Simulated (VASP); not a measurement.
# BAs (F-43m) in VASP: notebook, part 2 of 2

VASP 6.6.1. Earlier steps stand in the parts before.

## 3. Single point, PBE (N replaced by As, lengths x 1.186, strained)

Input file INCAR:

```
SYSTEM = BAs
ALGO     = Normal         ! electronic algorithm
EDIFF    = 1E-6           ! SCF threshold, eV
ENCUT    = 500            ! plane-wave cutoff, eV
GGA      = PE             ! functional
GGA_COMPAT= .False.      
ISIF     = 2              ! what is computed and relaxed
ISMEAR   = 0              ! smearing method
LASPH    = .True.         ! aspherical terms in the spheres
LCHARG   = .False.        ! write CHGCAR
LREAL    = .False.        ! projectors in reciprocal space
LWAVE    = .False.        ! write WAVECAR
NBANDS   = 11             ! bands
NELM     = 120            ! most SCF steps
PREC     = Accurate       ! precision mode
SIGMA    = 0.1            ! smearing width, eV
```

Input file KPOINTS:

```
k-points
0
Gamma
  8 8 8
  0 0 0
```

Input file POSCAR:

```
BAs
1.0
    0.0000000000      2.0749238742      2.0749238742
    2.0749238742      0.0000000000      2.0749238742
    2.0749238742      2.0749238742      0.0000000000
B As
1 1
Direct
    0.0000000000      0.0000000000      0.0000000000
    0.7500000000      0.7500000000      0.7500000000
```

Potentials or basis: VASP PAW PBE potentials, release 64 (B, As).

Run with:

```bash
$ cat potpaw_PBE.64/B/POTCAR potpaw_PBE.64/As/POTCAR > POTCAR
$ mpirun -np 1 vasp_std > vasp.out
```

OUTCAR:

```text
SYSTEM = BAs
   EDIFF = 1E-6
   ENCUT = 500
   GGA = PE
   ISIF = 2
   ISMEAR = 0
   LASPH = .True.
   LREAL = .False.
   NELM = 120
   PREC = Accurate

 ion  position               nearest neighbor table
   1  0.000  0.000  0.000-   2 1.80   2 1.80   2 1.80   2 1.80
   2  0.750  0.750  0.750-   1 1.80   1 1.80   1 1.80   1 1.80

  LATTYP: Found a face centered cubic cell.
 ALAT       =     4.1498477484

  Lattice vectors:

 A1 = (   0.0000000000,   2.0749238742,   2.0749238742)
 A2 = (   2.0749238742,   0.0000000000,   2.0749238742)
 A3 = (   2.0749238742,   2.0749238742,   0.0000000000)

Analysis of symmetry for initial positions (statically):
=====================================================================
 Subroutine PRICEL returns:
 Original cell was already a primitive cell.

 Routine SETGRP: Setting up the symmetry group for a
 face centered cubic supercell.

 Subroutine GETGRP returns: Found 24 space group operations
 (whereof 24 operations were pure point group operations)
 out of a pool of 48 trial point group operations.

The static configuration has the point symmetry T_d .

Analysis of symmetry for dynamics (positions and initial velocities):
=====================================================================
 Subroutine PRICEL returns:
 Original cell was already a primitive cell.

 Routine SETGRP: Setting up the symmetry group for a
 face centered cubic supercell.

 Subroutine GETGRP returns: Found 24 space group operations
 (whereof 24 operations were pure point group operations)
 out of a pool of 48 trial point group operations.

The dynamic configuration has the point symmetry T_d .

 Subroutine INISYM returns: Found 24 space group operations
 (whereof 24 operations are pure point group operations),
 and found     1 'primitive' translations

----------------------------------------------------------------------------------------

                                     Primitive cell

  volume of cell :      17.8664

  direct lattice vectors                    reciprocal lattice vectors
     0.000000000  2.074923874  2.074923874    -0.240972696  0.240972696  0.240972696
     2.074923874  0.000000000  2.074923874     0.240972696 -0.240972696  0.240972696
     2.074923874  2.074923874  0.000000000     0.240972696  0.240972696 -0.240972696

  length of vectors
     2.934385484  2.934385484  2.934385484     0.417376953  0.417376953  0.417376953

  position of ions in fractional coordinates (direct lattice)
     0.000000000  0.000000000  0.000000000
     0.750000000  0.750000000  0.750000000

  ion indices of the primitive-cell ions
   primitive index   ion index
                 1           1
                 2           2

----------------------------------------------------------------------------------------

 KPOINTS: k-points

Automatic generation of k-mesh.
 Grid dimensions read from file:
 generate k-points for:    8    8    8

 Generating k-lattice:

  Cartesian coordinates                     Fractional coordinates (reciprocal lattice)
    -0.030121587  0.030121587  0.030121587     0.125000000  0.000000000  0.000000000
     0.030121587 -0.030121587  0.030121587     0.000000000  0.125000000  0.000000000
     0.030121587  0.030121587 -0.030121587     0.000000000  0.000000000  0.125000000

  Length of vectors
     0.052172119  0.052172119  0.052172119

  Shift w.r.t. Gamma in fractional coordinates (k-lattice)
     0.000000000  0.000000000  0.000000000

 Subroutine IBZKPT returns following result:
 ===========================================

 Found     29 irreducible k-points:

 Following reciprocal coordinates:
            Coordinates               Weight
  0.000000  0.000000  0.000000      1.000000
  0.125000  0.000000  0.000000      8.000000
  0.250000  0.000000  0.000000      8.000000
  0.375000  0.000000  0.000000      8.000000
  0.500000  0.000000  0.000000      4.000000
  0.125000  0.125000  0.000000      6.000000
[... 16 lines left out ...]
  0.500000  0.250000  0.125000     48.000000
 -0.375000  0.250000  0.125000     24.000000
 [... further k-points ...]
   k-points           NKPTS =     29   k-points in BZ     NKDIM =     29   number of bands    NBANDS=     11
   number of dos      NEDOS =    301   number of ions     NIONS =      2
   total plane-waves  NPLWV =  13824
   dimension x,y,z NGX =    24 NGY =   24 NGZ =   24
   dimension x,y,z NGXF=    48 NGYF=   48 NGZF=   48
   ions per type =               1   1
   NGX,Y,Z   is equivalent  to a cutoff of  13.60, 13.60, 13.60 a.u.
   NGXF,Y,Z  is equivalent  to a cutoff of  27.19, 27.19, 27.19 a.u.
 SYSTEM =  BAs
   PREC   = accura    normal or accurate (medium, high low for compatibility)
   ISTART =      0    job   : 0-new  1-cont  2-samecut
   ICHARG =      2    charge: 1-file 2-atom 10-const
   ISPIN  =      1    spin polarized calculation?
   LNONCOLLINEAR =      F non collinear calculations
   LSORBIT =      F    spin-orbit coupling
   LASPH  =      T    aspherical Exc in radial PAW
   ENCUT  =  500.0 eV  36.75 Ry    6.06 a.u.   5.35  5.35  5.35*2*pi/ulx,y,z
   NELM   =    120;   NELMIN=  2; NELMDL= -5     # of ELM steps
   EDIFF  = 0.1E-05   stopping-criterion for ELM
   LREAL  =      F    real-space projection
   EDIFFG = 0.1E-04   stopping-criterion for IOM
   NSW    =      0    number of steps for IOM
   IBRION =     -1    ionic relax: 0-MD 1-quasi-New 2-CG
   NFREE  =      0    steps in history (QN), initial steepest desc. (CG)
   ISIF   =      2    stress and relaxation
   ISYM   =      2    0-nonsym 1-usesym 2-fastsym
   POTIM  = 0.5000    time-step for ionic-motion
   TEBEG  =    0.0;   TEEND  =   0.0 temperature during run
   PSTRESS=    0.0 pullay stress
   NELECT =       8.0000    total number of electrons
   NUPDOWN=      -1.0000    fix difference up-down
   EMIN   =  10.00;   EMAX   =-10.00  energy-range for DOS
   EFERMI =   0.00;   METHOD = LEGACY
   ISMEAR =     0;   SIGMA  =   0.10  broadening in eV -4-tet -1-fermi 0-gaus
   EFERMI_NEDOS =   21; number of points for ismear=-14 and -15
   IALGO  =     38    algorithm
   IMIX   =      4    mixing-type and parameters
     AMIX     =   0.40;   BMIX     =  1.00
     AMIX_MAG =   1.60;   BMIX_MAG =  1.00
  volume/ion in A,a.u.               =       8.93        60.28
  Fermi-wavevector in a.u.,A,eV,Ry     =   1.252447  2.366781 21.342415  1.568623
  Thomas-Fermi vector in A             =   2.386347
   LORBIT       =      0    0 simple, 1 ext, 2 COOP (PROOUT), +10 PAW based schemes
   GGA     = PE    functional components
   LHFCALC =     F    Hartree Fock is set to
   AEXX    =    0.0000 exact exchange contribution
   IVDW    =     0    specifies the selected vdW correction
   LEPSILON=     F    determine dielectric tensor
   LRPA    =     F    only Hartree local field effects (RPA)
 non-spin polarized calculation
 Gauss-broadening in eV      SIGMA  =   0.10
  energy-cutoff  :      500.00
  volume of cell :       17.87
 maximum number of plane-waves:       469
 NGX is ok and might be reduce to    24
   NGX = 11   NGY = 11   NGZ = 11

 number of electron       8.0000000 magnetization

 Free energy of the ion-electron system (eV)
  ---------------------------------------------------
  ext. energy  EPLUGINS =         0.00000000
  ---------------------------------------------------
  free energy    TOTEN  =        -8.27788503 eV

  energy without entropy =       -8.27788503  energy(sigma->0) =       -8.27788503

 E-fermi :  12.0531     XC(G=0): -12.5076

 val. band max:       11.6846703703   @ k =   0.0000   0.0000   0.0000
 cond. band min:      12.4232522136   @ k =   0.5000   0.5000   0.0000
 fundamental gap:      0.7385818433
 Fermi energy:        12.0531435654

 k-point     1 :       0.0000    0.0000    0.0000
  band No.  band energies     occupation
      1      -8.3225      2.00000
      2      11.6847      2.00000
      3      11.6847      2.00000
      4      11.6847      2.00000
      5      15.7369      0.00000
      6      15.7369      0.00000
      7      15.7369      0.00000
      8      21.5682      0.00000
      9      24.5367      0.00000
     10      26.6297      0.00000
     11      26.6297      0.00000
[... 309 lines left out ...]
 k-point    24 :      -0.3750    0.2500    0.1250
  band No.  band energies     occupation
      1      -2.7342      2.00000
      2       0.0475      2.00000
      3       5.4694      2.00000
      4       6.9592      2.00000
      5      15.7750      0.00000
      6      18.0321      0.00000
      7      21.8683      0.00000
      8      23.1354      0.00000
      9      24.8094      0.00000
     10      28.5963      0.00000
     11      30.6519      0.00000

 [... further k-points ...]
[... 5 lines left out ...]
  --------------------------------------------------------------------------------------
  -------------------------------------------------------------------------------------
  Total       16.1056945     16.1056945     16.1056945     -0.0000000      0.0000000      0.0000000
  in kB     1444.2871301   1444.2871301   1444.2871301     -0.0000000      0.0000000      0.0000000
  external PRESSURE =    1444.2871301 kB  Pullay stress =       0.0000000 kB

 VOLUME and BASIS-vectors are now :
 -----------------------------------------------------------------------------
  energy-cutoff  :      500.00
  volume of cell :       17.87
      direct lattice vectors                 reciprocal lattice vectors
     0.000000000  2.074923874  2.074923874    -0.240972696  0.240972696  0.240972696
     2.074923874  0.000000000  2.074923874     0.240972696 -0.240972696  0.240972696
     2.074923874  2.074923874  0.000000000     0.240972696  0.240972696 -0.240972696

 POSITION                                       TOTAL-FORCE (eV/Angst)
 -----------------------------------------------------------------------------------
      0.00000      0.00000      0.00000         0.000000     -0.000000      0.000000
      3.11239      3.11239      3.11239        -0.000000      0.000000     -0.000000
 -----------------------------------------------------------------------------------
    total drift:                                0.000000      0.000000      0.000000

  FREE ENERGIE OF THE ION-ELECTRON SYSTEM (eV)
  ---------------------------------------------------
  free  energy   TOTEN  =        -8.2778850278 eV

  energy  without entropy=       -8.2778850269  energy(sigma->0) =       -8.27788503
```

It took 13 s on 1 thread of Intel Xeon 8259CL, shared host; peak memory 0.14 GiB.

Results:

- Free energy: -8.2779 eV
- Pressure: 144.4 GPa
- Band gap on the k mesh: 0.74 eV, indirect (least direct gap 4.05 eV)

Levels at points of the mesh, in eV from the valence-band top:
| k point | band 1 | band 2 | band 3 | band 4 | band 5 | band 6 | band 7 | band 8 |
| --- | --- | --- | --- | --- | --- | --- | --- | --- |
| (0.00, 0.00, 0.00) | -20.01 | 0.00 | 0.00 | 0.00 | 4.05 | 4.05 | 4.05 | 9.88 |
| (0.50, 0.00, 0.00) | -15.28 | -12.55 | -2.60 | -2.60 | 5.21 | 5.21 | 5.69 | 9.31 |
| (0.50, 0.50, 0.00) | -13.31 | -11.32 | -6.14 | -6.14 | 0.74 | 1.03 | 15.86 | 15.86 |

Caveat: the cell differs from its parent crystal (N replaced by As, lengths x 1.186, strained).

## 4. Single point, PBE (N replaced by As, lengths x 1.186, strained)

Input file INCAR:

```
SYSTEM = BAs
PREC     = Accurate       ! precision mode
ENCUT    = 500            ! plane-wave cutoff, eV
EDIFF    = 1E-6           ! SCF threshold, eV
ISMEAR   = 0              ! smearing method
SIGMA    = 0.1            ! smearing width, eV
LREAL    = .False.        ! projectors in reciprocal space
LASPH    = .True.         ! aspherical terms in the spheres
NELM     = 120            ! most SCF steps
ALGO     = Normal         ! electronic algorithm
ISIF     = 2              ! what is computed and relaxed
LWAVE    = .False.        ! write WAVECAR
LCHARG   = .True.         ! write CHGCAR
GGA      = PE             ! functional
LELF     = .True.         ! ELF
LVHAR    = .True.       
NBANDS   = 11             ! bands
GGA_COMPAT= .False.
```

Input file KPOINTS:

```
Automatic mesh
0
Gamma
  8 8 8
  0 0 0
```

Input file POSCAR:

```
BAs
1.0
    0.0000000000      2.2394532939      2.2394532939
    2.2394532939      0.0000000000      2.2394532939
    2.2394532939      2.2394532939      0.0000000000
B As
1 1
Direct
    0.0000000000      0.0000000000      0.0000000000
    0.7500000000      0.7500000000      0.7500000000
```

Run with:

```bash
$ cat potpaw_PBE.64/B/POTCAR potpaw_PBE.64/As/POTCAR > POTCAR
$ mpirun -np 1 vasp_std > vasp.out
```

It took 12 s on 1 thread of Intel Xeon 8259CL, shared host; peak memory 0.14 GiB.

Results (log left out):

| Item | Value |
| --- | --- |
| Free energy | -10.7723 eV |
| Pressure | 44.9 GPa |
| Band gap on the k mesh | 0.99 eV, indirect (least direct gap 3.56 eV) |

Levels at points of the mesh, in eV from the valence-band top:
```
           k point  band 1  band 2  band 3  band 4  band 5  band 6  band 7  band 8
(0.00, 0.00, 0.00)  -17.32    0.00    0.00    0.00    3.56    3.56    3.56    7.23
(0.50, 0.00, 0.00)  -13.68  -10.35   -2.17   -2.17    3.93    4.98    4.98    9.15
(0.50, 0.50, 0.00)  -12.05   -9.70   -4.95   -4.95    1.14    1.25   13.32   13.32
```

Caveat: the cell differs from its parent crystal (N replaced by As, lengths x 1.186, strained).

## 5. Overview

| cell | k mesh | smearing | gap on the mesh (eV) | pressure (GPa) |
| --- | --- | --- | --- | --- |
| a = 3.089 Å, angles 60.0°, 2 atoms | 10 × 10 × 10 | gaussian 0.02 eV | 0.88 | 70.0 |
| a = 2.934 Å, angles 60.0°, 2 atoms | 8 × 8 × 8 | gaussian 0.1 eV | 0.74 | 144.4 |
| a = 3.167 Å, angles 60.0°, 2 atoms | 8 × 8 × 8 | gaussian 0.1 eV | 0.99 | 44.9 |

Alike in all rows: task single point; level PBE; potentials or basis VASP PAW PBE potentials, release 64 (B, As); no spin polarisation; cutoff (eV) 500.

Absolute energies hang on the potentials; compare differences alone.
